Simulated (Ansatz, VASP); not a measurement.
# One calculation of Te, two programs

```
Te
1.0
    -1.91803    1.91803    1.91803
     1.91803   -1.91803    1.91803
     1.91803    1.91803   -1.91803
Te
1
Cartesian
  0.0000 0.0000 0.0000
```

Alike in both runs: task relaxation of cell and atoms; functional r2SCAN; k mesh 20 × 20 × 20; occupations gaussian, width 0.1 eV; no spin polarisation.

|  | VASP | Ansatz |
| --- | --- | --- |
| version | VASP 6.6.1 | Ansatz 0.2.0 |
| potentials or method | VASP PAW PBE potentials, release 64 (Te), cutoff 600 eV | scalar-relativistic, plane waves, PAW |
| valence electrons in the cell | 6 | 16 |

```tsv
	VASP	Ansatz	Ansatz less VASP
gap on the k mesh at the Fermi level, each at its own relaxed structure (eV)	none	none	-
relaxed volume (Å³/atom)	28.53	28.56	+0.036
relaxed cell length with the largest relative difference (Å)	3.334	3.335	+0.0014
```

VASP's potentials were made for PBE, not for r2SCAN. A gap of «none» marks a metal or a gap that the smearing closes. VASP's potentials hold 6 valence electrons a cell and Ansatz's 16, so a difference there can come from the potentials and not from the codes.

Neither program's run includes spin-orbit coupling.
